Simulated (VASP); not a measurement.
Si:

```
Si
1.0
     2.72795    0.00000    0.00000
    -1.36397    2.36247    0.00000
     0.00000    0.00000    4.45698
Si
2
Direct
  0.33333 0.66667 0.25000
  0.66667 0.33333 0.75000
```

* Program: VASP 6.6.1
* Task: relaxation of cell and atoms
* Functional: PBE
* Potentials or basis: VASP PAW PBE potentials, release 64 (Si)
* Cutoff: 600 eV
* k mesh: 18 × 18 × 10
* Occupations: gaussian, width 0.1 eV
* Spin: no spin polarisation

At the start: pressure 0.0 GPa; volume 14.36 Å³/atom.

Q: Where does the relaxation end?

A: Over 7 steps the energy falls by 3.4 meV/atom; space group P6_3/mmc (No. 194, to 0.05 Å).

The path:
| step | energy change (eV) | largest force (eV/Å) | pressure (GPa) | volume (Å³) |
| --- | --- | --- | --- | --- |
| 1 | 0.0000 | 0.0000 | 0.00 | 28.72 |
| 2 | -0.0005 | 0.0000 | -0.03 | 28.73 |
| 3 | -0.0019 | 0.0000 | -0.11 | 28.73 |
| 4 | -0.0066 | 0.0000 | 0.00 | 28.72 |
| 5 | 0.0125 | 0.0000 | 0.46 | 28.67 |
| 6 | -0.0067 | 0.0000 | 0.03 | 28.72 |
| 7 | -0.0067 | 0.0000 | 0.02 | 28.72 |

Final structure:
```
Si
1.0
     2.68542    0.00000    0.00000
    -1.34271    2.32564    0.00000
     0.00000    0.00000    4.59870
Si
2
Direct
  0.33333 0.66667 0.25000
  0.66667 0.33333 0.75000
```
